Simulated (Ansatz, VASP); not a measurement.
## Au in VASP and in Ansatz

```
CELL_PARAMETERS angstrom
0.00000 3.08063 3.08063
3.08063 0.00000 3.08063
3.08063 3.08063 0.00000
ATOMIC_POSITIONS crystal
Au 0.87500 0.87500 0.87500
Au 0.12500 0.12500 0.12500
```

Alike in both runs: task relaxation of cell and atoms; functional PBE; k mesh 13 × 13 × 13; occupations fermi-dirac, width 0.05 eV; no spin polarisation.

|  | VASP | Ansatz |
| --- | --- | --- |
| version | VASP 6.6.1 | Ansatz 0.2.0 |
| potentials or method | VASP PAW PBE potentials, release 64 (Au), cutoff 600 eV | all-electron LAPW, scalar-relativistic |

```csv
,VASP,Ansatz,Ansatz less VASP
relaxed volume (Å³/atom),29.24,29.24,0.000
relaxed length of the cell vector where the two differ most in proportion (Å),4.357,4.357,0.0000
```

Ansatz ran all-electron here, and VASP with PAW potentials.

Neither program's run includes spin-orbit coupling. Noted on VASP's run: the relaxation stopped at its first step, so nothing moved.
